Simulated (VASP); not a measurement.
Runs of VASP 6.6.1 on LiF. The structure is that of space group I4/mmm (No. 139), or close to it. The cells are those of the table. 

| cell | gap on the mesh (eV) |
| --- | --- |
| a = 2.849, b = 2.849, c = 2.919 Å, angles 59.2, 59.2, 61.6°, 2 atoms | (b) |
| a = 2.886, b = 2.886, c = 2.991 Å, angles 58.8, 58.8, 62.4°, 2 atoms | 8.40 |
| a = 2.920, b = 2.920, c = 2.991 Å, angles 59.2, 59.2, 61.6°, 2 atoms | (a) |
| a = 2.778, b = 2.778, c = 2.848 Å, angles 59.2, 59.2, 61.7°, 2 atoms | 9.51 |
| a = 2.815, b = 2.815, c = 2.919 Å, angles 58.8, 58.8, 62.5°, 2 atoms | 9.02 |
| a = 2.852, b = 2.852, c = 2.991 Å, angles 58.4, 58.4, 63.2°, 2 atoms | 8.58 |
| a = 2.852, b = 2.852, c = 2.706 Å, angles 61.7, 61.7, 56.6°, 2 atoms | 9.43 |

Alike in all rows: task single point; level PBE; potentials or basis VASP PAW PBE potentials, release 64 (Li_sv, F); no spin polarisation; k mesh 10 × 10 × 10; cutoff (eV) 520; smearing gaussian 0.05 eV.

Estimate the missing entries.

(a) 8.23; (b) 8.83.

A k mesh can miss the band edges.
